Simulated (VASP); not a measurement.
Wanted: the native input for a VASP 6.6.1 run.

| Property | Result |
| --- | --- |
| Task | single point |
| Functional | PBE |
| Potentials or basis | VASP PAW PBE potentials, release 64 (K_sv, Ta_pv, O) |
| Cutoff | 520 eV |
| k mesh | 8 × 8 × 8 |
| Occupations | gaussian, width 0.02 eV |
| Spin | no spin polarisation |
| Dipole correction | no |
| Further INCAR settings | ALGO = Normal; EDIFF = 1e-06; NBANDS = 27 |

The structure of KTaO3 lies in POSCAR:

```
KTaO3
1.0
    3.8998720538      0.0000000000      0.0000000000
    0.0000000000      3.8998720538      0.0000000000
    0.0000000000      0.0000000000      3.8998720538
K Ta O
1 1 3
Direct
    0.0000000000      0.0000000000      0.0000000000
    0.5000000000      0.5000000000      0.5000000000
    0.5000000000      0.0000000000      0.5000000000
    0.5000000000      0.5000000000      0.0000000000
    0.0000000000      0.5000000000      0.5000000000
```

The input as run:

INCAR

```
SYSTEM = KTaO3
  PREC = Accurate
  ENCUT = 520
  EDIFF = 1E-6
  ISMEAR = 0
  SIGMA = 0.02
  LREAL = .False.
  LASPH = .True.
  NELM = 100
  ALGO = Normal
  ISIF = 2
  LWAVE = .False.
  LCHARG = .False.
  GGA = PE
  NBANDS = 27
```

KPOINTS

```
regular mesh
0
Gamma
  8 8 8
  0 0 0
```

Potentials or basis: VASP PAW PBE potentials, release 64 (K_sv, Ta_pv, O).

The run is started by

```console
$ cat potpaw_PBE.64/K_sv/POTCAR potpaw_PBE.64/Ta_pv/POTCAR potpaw_PBE.64/O/POTCAR > POTCAR
$ mpirun -np 1 vasp_std > vasp.out
```

Results of the run:

```json
{
 "Pressure": "22.9 GPa",
 "Band gap on the k mesh": "2.32 eV (least direct gap 2.90 eV)"
}
```

Caveat: the cell stands under pressure; spin-orbit coupling is left out, which moves the levels of the heavy elements.

It took 78 s on 1 thread of Intel Xeon 8259CL, with other jobs on the host, peak memory 0.2 GiB.
